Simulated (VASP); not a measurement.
GaGe3:

```
Ge Ga
1.0
     0.00000    3.45360    3.45360
     3.45360    0.00000    3.45360
     3.45360    3.45360    0.00000
Ge Ga
3 1
Direct
  0.50000 0.50000 0.50000
  0.75000 0.75000 0.75000
  0.25000 0.25000 0.25000
  0.00000 0.00000 0.00000
```

This cell differs from its parent crystal: volume scaled by 1.06.

Base run:

* Program: VASP 6.6.1
* Functional: PBEsol
* Potentials or basis: VASP PAW PBE potentials, release 64 (Ge_d, Ga_d)
* Cutoff: 520 eV
* k mesh: 7 × 7 × 7
* Occupations: fermi-dirac, width 0.05 eV
* Spin: no spin polarisation

Its results: pressure -6.7 GPa.

Task: The run is repeated on the same cell with these changes: functional from PBEsol to PBE; further incar settings from ALGO = Normal; EDIFF = 1e-07; NBANDS = 36 to ALGO = Normal; EDIFF = 1e-06; NBANDS = 36. What comes out?

Result: Pressure -3.7 GPa.

Caveats: the PAW data sets were made with another functional, which shifts forces and pressure a little (some runs).
